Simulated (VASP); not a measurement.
# TiCo (Pm-3m) in VASP: a series of runs

TiCo is run at these levels: PBE; tasks: single point.

Program: VASP 6.6.1. These are calculated values, not measurements. Logs are shortened: lines on timing, memory, paths and dates and some standing lists are left out, and cuts for length are marked.

## 1. The cell of the first run

The structure is cubic, space group Pm-3m (No. 221). Conventional cell: a = 3.044 Å, b = 3.044 Å, c = 3.044 Å, α = 90.00°, β = 90.00°, γ = 90.00°. Within 3.5 Å of Ti (site symmetry m-3m) lie 8 Co at 2.64 Å and 6 Ti at 3.04 Å. Co (site symmetry m-3m) has 8 Ti at 2.64 Å and 6 Co at 3.04 Å within 3.5 Å.

## 2. Single point, PBE, collinear spin, ferromagnetic start (volume scaled by 1.06)

The input, INCAR:

```
SYSTEM = TiCo
ALGO = Normal ; EDIFF = 1E-6
ENCUT = 520 ; GGA = PE
ISIF = 2 ; ISMEAR = 0
ISPIN = 2 ; LASPH = .TRUE.
LCHARG = .FALSE. ; LMAXMIX = 4
LORBIT = 11 ; LREAL = .FALSE.
LWAVE = .FALSE. ; MAGMOM = 0 1.07
NBANDS = 22 ; NELM = 150
PREC = Accurate ; SIGMA = 0.1
```

The input, KPOINTS:

```
k-points
0
G
  18 18 18
  0 0 0
```

The input, POSCAR:

```
TiCo
1.0
    3.0436436057      0.0000000000      0.0000000000
    0.0000000000      3.0436436057      0.0000000000
    0.0000000000      0.0000000000      3.0436436057
Ti Co
1 1
Direct
    0.0000000000      0.0000000000      0.0000000000
    0.5000000000      0.5000000000      0.5000000000
```

Potentials or basis: VASP PAW PBE potentials, release 64 (Ti_sv, Co).

Launch:

```bash
cat potpaw_PBE.64/Ti_sv/POTCAR potpaw_PBE.64/Co/POTCAR > POTCAR
mpirun -np 1 vasp_std > vasp.out
```

OUTCAR:

```text
SYSTEM = TiCo
   EDIFF = 1E-6
   ENCUT = 520
   GGA = PE
   ISIF = 2
   ISMEAR = 0
   ISPIN = 2
   LASPH = .TRUE.
   LORBIT = 11
   LREAL = .FALSE.
   NELM = 150
   PREC = Accurate

 ion  position               nearest neighbor table
   1  0.000  0.000  0.000-   2 2.64   2 2.64   2 2.64   2 2.64   2 2.64   2 2.64   2 2.64   2 2.64

   2  0.500  0.500  0.500-   1 2.64   1 2.64   1 2.64   1 2.64   1 2.64   1 2.64   1 2.64   1 2.64

  LATTYP: Found a simple cubic cell.
 ALAT       =     3.0436436057

  Lattice vectors:

 A1 = (   3.0436436057,   0.0000000000,   0.0000000000)
 A2 = (   0.0000000000,   3.0436436057,   0.0000000000)
 A3 = (   0.0000000000,   0.0000000000,   3.0436436057)

Analysis of symmetry for initial positions (statically):
=====================================================================
 Subroutine PRICEL returns:
 Original cell was already a primitive cell.

 Routine SETGRP: Setting up the symmetry group for a
 simple cubic supercell.

 Subroutine GETGRP returns: Found 48 space group operations
 (whereof 48 operations were pure point group operations)
 out of a pool of 48 trial point group operations.

The static configuration has the point symmetry O_h .

Analysis of symmetry for dynamics (positions and initial velocities):
=====================================================================
 Subroutine PRICEL returns:
 Original cell was already a primitive cell.

 Routine SETGRP: Setting up the symmetry group for a
 simple cubic supercell.

 Subroutine GETGRP returns: Found 48 space group operations
 (whereof 48 operations were pure point group operations)
 out of a pool of 48 trial point group operations.

The dynamic configuration has the point symmetry O_h .

Analysis of structural, dynamic, and magnetic symmetry:
=====================================================================
 Subroutine PRICEL returns:
 Original cell was already a primitive cell.

 Routine SETGRP: Setting up the symmetry group for a
 simple cubic supercell.

 Subroutine GETGRP returns: Found 48 space group operations
 (whereof 48 operations were pure point group operations)
 out of a pool of 48 trial point group operations.

The overall configuration has the point symmetry O_h .

 Subroutine INISYM returns: Found 48 space group operations
 (whereof 48 operations are pure point group operations),
 and found     1 'primitive' translations

----------------------------------------------------------------------------------------

                                     Primitive cell

  volume of cell :      28.1956

  direct lattice vectors                    reciprocal lattice vectors
     3.043643606  0.000000000  0.000000000     0.328553579  0.000000000  0.000000000
     0.000000000  3.043643606  0.000000000     0.000000000  0.328553579  0.000000000
     0.000000000  0.000000000  3.043643606     0.000000000  0.000000000  0.328553579

  length of vectors
     3.043643606  3.043643606  3.043643606     0.328553579  0.328553579  0.328553579

  position of ions in fractional coordinates (direct lattice)
     0.000000000  0.000000000  0.000000000
     0.500000000  0.500000000  0.500000000

  ion indices of the primitive-cell ions
   primitive index   ion index
                 1           1
                 2           2

----------------------------------------------------------------------------------------

 KPOINTS: k-points

Automatic generation of k-mesh.
 Grid dimensions read from file:
 generate k-points for:   18   18   18

 Generating k-lattice:

  Cartesian coordinates                     Fractional coordinates (reciprocal lattice)
     0.018252977  0.000000000  0.000000000     0.055555556  0.000000000  0.000000000
     0.000000000  0.018252977  0.000000000     0.000000000  0.055555556  0.000000000
     0.000000000  0.000000000  0.018252977     0.000000000  0.000000000  0.055555556

  Length of vectors
     0.018252977  0.018252977  0.018252977

  Shift w.r.t. Gamma in fractional coordinates (k-lattice)
     0.000000000  0.000000000  0.000000000

 Subroutine IBZKPT returns following result:
 ===========================================

 Found    220 irreducible k-points:

 Following reciprocal coordinates:
            Coordinates               Weight
  0.000000  0.000000  0.000000      1.000000
  0.055556  0.000000  0.000000      6.000000
  0.111111  0.000000  0.000000      6.000000
  0.166667  0.000000  0.000000      6.000000
  0.222222  0.000000  0.000000      6.000000
  0.277778  0.000000  0.000000      6.000000
[... 16 lines left out ...]
  0.277778  0.111111  0.000000     24.000000
  0.333333  0.111111  0.000000     24.000000
 [... further k-points ...]
   k-points           NKPTS =    220   k-points in BZ     NKDIM =    220   number of bands    NBANDS=     22
   number of dos      NEDOS =    301   number of ions     NIONS =      2
   total plane-waves  NPLWV =  13824
   dimension x,y,z NGX =    24 NGY =   24 NGZ =   24
   dimension x,y,z NGXF=    48 NGYF=   48 NGZF=   48
   ions per type =               1   1
   NGX,Y,Z   is equivalent  to a cutoff of  13.11, 13.11, 13.11 a.u.
   NGXF,Y,Z  is equivalent  to a cutoff of  26.22, 26.22, 26.22 a.u.
 SYSTEM =  TiCo
   PREC   = accura    normal or accurate (medium, high low for compatibility)
   ISTART =      0    job   : 0-new  1-cont  2-samecut
   ICHARG =      2    charge: 1-file 2-atom 10-const
   ISPIN  =      2    spin polarized calculation?
   LNONCOLLINEAR =      F non collinear calculations
   LSORBIT =      F    spin-orbit coupling
   LASPH  =      T    aspherical Exc in radial PAW
   ENCUT  =  520.0 eV  38.22 Ry    6.18 a.u.   5.66  5.66  5.66*2*pi/ulx,y,z
   NELM   =    150;   NELMIN=  2; NELMDL= -5     # of ELM steps
   EDIFF  = 0.1E-05   stopping-criterion for ELM
   LREAL  =      F    real-space projection
   EDIFFG = 0.1E-04   stopping-criterion for IOM
   NSW    =      0    number of steps for IOM
   IBRION =     -1    ionic relax: 0-MD 1-quasi-New 2-CG
   NFREE  =      0    steps in history (QN), initial steepest desc. (CG)
   ISIF   =      2    stress and relaxation
   ISYM   =      2    0-nonsym 1-usesym 2-fastsym
   POTIM  = 0.5000    time-step for ionic-motion
   TEBEG  =    0.0;   TEEND  =   0.0 temperature during run
   PSTRESS=    0.0 pullay stress
   NELECT =      21.0000    total number of electrons
   NUPDOWN=      -1.0000    fix difference up-down
   EMIN   =  10.00;   EMAX   =-10.00  energy-range for DOS
   EFERMI =   0.00;   METHOD = LEGACY
   ISMEAR =     0;   SIGMA  =   0.10  broadening in eV -4-tet -1-fermi 0-gaus
   EFERMI_NEDOS =   21; number of points for ismear=-14 and -15
   IALGO  =     38    algorithm
   IMIX   =      4    mixing-type and parameters
     AMIX     =   0.40;   BMIX     =  1.00
     AMIX_MAG =   1.60;   BMIX_MAG =  1.00
  volume/ion in A,a.u.               =      14.10        95.14
  Fermi-wavevector in a.u.,A,eV,Ry     =   1.483955  2.804269 29.961704  2.202123
  Thomas-Fermi vector in A             =   2.597552
   LORBIT       =     11    0 simple, 1 ext, 2 COOP (PROOUT), +10 PAW based schemes
   GGA     = PE    functional components
   LHFCALC =     F    Hartree Fock is set to
   AEXX    =    0.0000 exact exchange contribution
   IVDW    =     0    specifies the selected vdW correction
   LEPSILON=     F    determine dielectric tensor
   LRPA    =     F    only Hartree local field effects (RPA)
 spin polarized calculation
 Gauss-broadening in eV      SIGMA  =   0.10
  energy-cutoff  :      520.00
  volume of cell :       28.20
 maximum number of plane-waves:       776
 NGX is ok and might be reduce to    24
   NGX = 11   NGY = 11   NGZ = 11

 number of electron      21.0000011 magnetization       0.8912561

 Free energy of the ion-electron system (eV)
  ---------------------------------------------------
  ext. energy  EPLUGINS =         0.00000000
  ---------------------------------------------------
  free energy    TOTEN  =       -15.63152987 eV

  energy without entropy =      -15.62263009  energy(sigma->0) =      -15.62707998

 E-fermi :   9.1962     XC(G=0): -12.2731

 val. band max:        9.1956630969   @ k =   0.3889   0.1111   0.1111
 cond. band min:       9.1978729729   @ k =   0.5000   0.5000   0.1111
 fundamental gap:      0.0022098760
 Fermi energy:         9.1961895673

 spin component 1

 k-point     1 :       0.0000    0.0000    0.0000
  band No.  band energies     occupation
      1     -48.0237      1.00000
      2     -24.1301      1.00000
      3     -24.1301      1.00000
      4     -24.1301      1.00000
      5       1.7699      1.00000
      6       5.2651      1.00000
[... 14 lines left out ...]
     21      27.3383      0.00000
     22      29.7062      0.00000

 k-point     2 :       0.0556    0.0000    0.0000
  band No.  band energies     occupation
      1     -48.0230      1.00000
      2     -24.1375      1.00000
      3     -24.1295      1.00000
      4     -24.1295      1.00000
      5       1.8282      1.00000
      6       5.2868      1.00000
[... 14 lines left out ...]
     21      27.5227      0.00000
     22      29.5089      0.00000

 k-point     3 :       0.1111    0.0000    0.0000
  band No.  band energies     occupation
      1     -48.0209      1.00000
      2     -24.1589      1.00000
      3     -24.1280      1.00000
      4     -24.1280      1.00000
      5       2.0013      1.00000
      6       5.3508      1.00000
[... 14 lines left out ...]
     21      28.1384      0.00000
     22      29.0406      0.00000
[... 476 lines left out ...]
 k-point    23 :       0.2778    0.1111    0.0000
  band No.  band energies     occupation
      1     -48.0067      1.00000
      2     -24.2699      1.00000
      3     -24.1468      1.00000
      4     -24.1170      1.00000
      5       3.3254      1.00000
      6       5.7423      1.00000
[... 14 lines left out ...]
     21      26.5649      0.00000
     22      28.0906      0.00000

 k-point    24 :       0.3333    0.1111    0.0000
  band No.  band energies     occupation
      1     -48.0027      1.00000
      2     -24.3088      1.00000
      3     -24.1435      1.00000
      4     -24.1139      1.00000
      5       3.8356      1.00000
      6       5.8315      1.00000
[... 14 lines left out ...]
     21      26.6377      0.00000
     22      27.5673      0.00000

 [... further k-points ...]

 spin component 2

 k-point     1 :       0.0000    0.0000    0.0000
  band No.  band energies     occupation
      1     -48.0772      1.00000
      2     -24.1849      1.00000
      3     -24.1849      1.00000
      4     -24.1849      1.00000
      5       1.7355      1.00000
      6       6.0019      1.00000
[... 14 lines left out ...]
     21      27.4913      0.00000
     22      29.5494      0.00000

 k-point     2 :       0.0556    0.0000    0.0000
  band No.  band energies     occupation
      1     -48.0765      1.00000
      2     -24.1924      1.00000
      3     -24.1843      1.00000
      4     -24.1843      1.00000
      5       1.7939      1.00000
      6       6.0267      1.00000
[... 14 lines left out ...]
     21      27.6739      0.00000
     22      29.3512      0.00000

 k-point     3 :       0.1111    0.0000    0.0000
  band No.  band energies     occupation
      1     -48.0743      1.00000
      2     -24.2140      1.00000
      3     -24.1827      1.00000
      4     -24.1827      1.00000
      5       1.9674      1.00000
      6       6.0963      1.00000
[... 14 lines left out ...]
     21      28.2831      0.00000
     22      28.8802      0.00000
[... 476 lines left out ...]
 k-point    23 :       0.2778    0.1111    0.0000
  band No.  band energies     occupation
      1     -48.0600      1.00000
      2     -24.3263      1.00000
      3     -24.2018      1.00000
      4     -24.1717      1.00000
      5       3.3031      1.00000
      6       6.4574      1.00000
[... 14 lines left out ...]
     21      26.5783      0.00000
     22      27.9664      0.00000

 k-point    24 :       0.3333    0.1111    0.0000
  band No.  band energies     occupation
      1     -48.0560      1.00000
      2     -24.3657      1.00000
      3     -24.1985      1.00000
      4     -24.1686      1.00000
      5       3.8285      1.00000
      6       6.4339      1.00000
[... 14 lines left out ...]
     21      26.6937      0.00000
     22      27.4322      0.00000

 [... further k-points ...]
[... 5 lines left out ...]
  --------------------------------------------------------------------------------------
  -------------------------------------------------------------------------------------
  Total       -1.5621132     -1.5621132     -1.5621132      0.0000000      0.0000000     -0.0000000
  in kB      -88.7649843    -88.7649843    -88.7649843      0.0000000      0.0000000     -0.0000000
  external PRESSURE =     -88.7649843 kB  Pullay stress =       0.0000000 kB

 VOLUME and BASIS-vectors are now :
 -----------------------------------------------------------------------------
  energy-cutoff  :      520.00
  volume of cell :       28.20
      direct lattice vectors                 reciprocal lattice vectors
     3.043643606  0.000000000  0.000000000     0.328553579  0.000000000  0.000000000
     0.000000000  3.043643606  0.000000000     0.000000000  0.328553579  0.000000000
     0.000000000  0.000000000  3.043643606     0.000000000  0.000000000  0.328553579

 POSITION                                       TOTAL-FORCE (eV/Angst)
 -----------------------------------------------------------------------------------
      0.00000      0.00000      0.00000         0.000000      0.000000      0.000000
      1.52182      1.52182      1.52182         0.000000      0.000000      0.000000
 -----------------------------------------------------------------------------------
    total drift:                                0.000000      0.000000     -0.000000

  FREE ENERGIE OF THE ION-ELECTRON SYSTEM (eV)
  ---------------------------------------------------
  free  energy   TOTEN  =       -15.6315298742 eV

  energy  without entropy=      -15.6226300895  energy(sigma->0) =      -15.62707998

 total charge

# of ion       s       p       d       tot
------------------------------------------
    1        2.235   6.161   1.812  10.208
    2        0.504   0.428   7.263   8.195
--------------------------------------------------
tot          2.739   6.589   9.076  18.404

 magnetization (x)

# of ion       s       p       d       tot
------------------------------------------
    1       -0.003  -0.015  -0.058  -0.076
    2        0.028  -0.008   1.021   1.042
--------------------------------------------------
tot          0.025  -0.023   0.963   0.965
```

It took 84 s on 1 thread of Intel Xeon 6975P-C (Granite Rapids), shared host; peak memory 0.31 GiB.

Results:

```
Free energy                                           : -15.6315 eV
Pressure                                              : -8.9 GPa
Net moment                                            : 0.89 μB per cell
Site moments                                          : Ti -0.08; Co +1.04 μB
Valence electrons inside the program's atomic spheres : Ti 10.21; Co 8.20
```

(Part 1 of 2 ends here.)
